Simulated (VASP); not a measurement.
Write the native input for VASP 6.6.1 that does the following.

| Item | Value |
| --- | --- |
| Task | single point |
| Functional | PBEsol |
| Potentials or basis | VASP PAW PBE potentials, release 64 (N) |
| Cutoff | 600 eV |
| k mesh | 6 × 6 × 6 |
| Occupations | gaussian, width 0.1 eV |
| Spin | no spin polarisation |
| Dipole correction | no |
| Further INCAR settings | ALGO = Normal; EDIFF = 1e-06; NBANDS = 8 |

The structure of N lies in POSCAR:

```
N
1.0
    0.0000000000      1.5538090000      1.5538090000
    1.5538090000      0.0000000000      1.5538090000
    1.5538090000      1.5538090000      0.0000000000
N
1
Direct
    0.0000000000      0.0000000000      0.0000000000
```

One way to write it, as run:

INCAR

```
SYSTEM = N
  PREC = Accurate
  ENCUT = 600
  EDIFF = 1E-6
  ISMEAR = 0
  SIGMA = 0.1
  LREAL = .False.
  LASPH = .True.
  NELM = 120
  ALGO = Normal
  ISIF = 2
  LWAVE = .False.
  LCHARG = .False.
  GGA = PS
  NBANDS = 8
  GGA_COMPAT = .False.
```

KPOINTS

```
regular mesh
0
Gamma
  6 6 6
  0 0 0
```

Potentials or basis: VASP PAW PBE potentials, release 64 (N).

Run with:

```bash
$ cat potpaw_PBE.64/N/POTCAR > POTCAR
$ mpirun -np 1 vasp_std > vasp.out
```

It gave:

```yaml
Pressure: -8.0 GPa
```

Caveat: the k points lie up to 0.58 Å⁻¹ apart; the PAW data sets were made with another functional, which shifts forces and pressure a little.

Run time: 2.6 s on 1 thread of Intel Xeon 8259CL, with other jobs on the host, peak memory 0.11 GiB.
